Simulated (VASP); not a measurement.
# Ni2H: single point with LDA

The system is Ni2H.

```
Ni H
1.0
     2.48548    0.00000    0.00000
    -1.24274    2.15249    0.00000
     0.00000    0.00000    4.12290
Ni H
2 1
Direct
  0.66667 0.33333 0.76805
  0.33333 0.66667 0.28795
  0.00000 0.00000 0.02799
```

| Quantity | Value |
| --- | --- |
| Program | VASP 6.6.1 |
| Task | single point |
| Functional | LDA |
| Potentials or basis | VASP PAW LDA potentials, release 64 (Ni, H) |
| Cutoff | 520 eV |
| k mesh | 12 × 12 × 6 |
| Occupations | gaussian, width 0.1 eV |
| Spin | collinear spin, ferromagnetic start |
| Starting moments | [0.16, 0.16, 0.0] μB |

* Pressure: 0.0 GPa
* Largest force: 0.006 eV/Å
* Net moment: 0.00 μB per cell
* Valence electrons inside the program's atomic spheres: Ni 9.51; H 0.55

Forces on the atoms (eV/Å):
```
Ni   0.000  0.000 -0.006
Ni   0.000  0.000  0.005
H    0.000  0.000  0.000
```

Levels at points of the mesh, in eV from the Fermi level:
Spin up:
```
           k point  band 8  band 9  band 10  band 11  band 12  band 13  band 14  band 15
(0.00, 0.00, 0.00)   -1.73   -1.23    -1.23    -0.32    -0.32     4.96    15.76    23.54
(0.50, 0.00, 0.00)   -0.13   -0.13     0.00     0.74     2.81     7.78     8.11     9.37
(0.00, 0.00, 0.50)   -2.00   -0.61    -0.61    -0.56    -0.56    11.30    12.05    17.74
(0.50, 0.00, 0.50)   -0.78   -0.06    -0.05     0.45     0.69     5.90     5.90    14.01
```
Spin down:
| k point | band 8 | band 9 | band 10 | band 11 | band 12 | band 13 | band 14 | band 15 |
| --- | --- | --- | --- | --- | --- | --- | --- | --- |
| (0.00, 0.00, 0.00) | -1.73 | -1.23 | -1.23 | -0.32 | -0.32 | 4.96 | 15.76 | 23.54 |
| (0.50, 0.00, 0.00) | -0.13 | -0.12 | 0.00 | 0.74 | 2.81 | 7.78 | 8.11 | 9.37 |
| (0.00, 0.00, 0.50) | -2.00 | -0.61 | -0.61 | -0.56 | -0.56 | 11.30 | 12.05 | 17.74 |
| (0.50, 0.00, 0.50) | -0.77 | -0.06 | -0.05 | 0.45 | 0.69 | 5.90 | 5.90 | 14.01 |

It took 110 s on 1 thread of Intel(R) Xeon(R) Platinum 8488C (Sapphire Rapids) (shared host), peak memory 0.18 GiB.
